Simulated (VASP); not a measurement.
Crystal: SiPd3Pt.

```
CELL_PARAMETERS angstrom
4.20878 0.00000 0.00000
0.00000 4.20878 0.00000
0.00000 0.00000 4.20878
ATOMIC_POSITIONS crystal
Si 0.00000 0.00000 0.00000
Pd 0.00000 0.50000 0.50000
Pd 0.50000 0.00000 0.50000
Pd 0.50000 0.50000 0.00000
Pt 0.50000 0.50000 0.50000
```

The cell was generated, and may not be a known phase.

- Program: VASP 6.6.1
- Task: relaxation of cell and atoms
- Functional: PBE
- Potentials or basis: VASP PAW PBE potentials, release 64 (Si, Pd, Pt)
- Cutoff: 600 eV
- k mesh: 4 × 4 × 4
- Occupations: gaussian, width 0.1 eV
- Spin: no spin polarisation

At the start: pressure 98.9 GPa; volume 14.91 Å³/atom.

Task: How do energy, volume and symmetry change on relaxing?

Result: Over 6 steps the energy falls by 1674.1 meV/atom and the volume is 23.04 Å³/atom (+54.5 %); space group Pm-3m (No. 221, to 0.1 Å) before and after.

Step by step:
| step | energy change (eV) | largest force (eV/Å) | pressure (GPa) | volume (Å³) |
| --- | --- | --- | --- | --- |
| 1 | 0.0000 | 0.0000 | 98.92 | 74.55 |
| 2 | -1.7829 | 0.0000 | -8.84 | 224.54 |
| 3 | -8.1177 | 0.0000 | -4.33 | 122.42 |
| 4 | -8.3397 | 0.0000 | -2.50 | 118.71 |
| 5 | -8.3698 | 0.0000 | 0.45 | 114.27 |
| 6 | -8.3704 | 0.0000 | -0.21 | 115.18 |

Final structure:
```xyz
5
Lattice="4.8654 0.0000 0.0000 0.0000 4.8654 0.0000 0.0000 0.0000 4.8654" Properties=species:S:1:pos:R:3 pbc="T T T"
Si    0.0000    0.0000    0.0000
Pd    0.0000    2.4327    2.4327
Pd    2.4327    0.0000    2.4327
Pd    2.4327    2.4327    0.0000
Pt    2.4327    2.4327    2.4327
```

Caveat: the k points lie up to 0.32 Å⁻¹ apart in the final cell, too coarse for converged energies and pressures of a metal; the volume moved by over 15 % at a fixed basis, so the end points are rough.
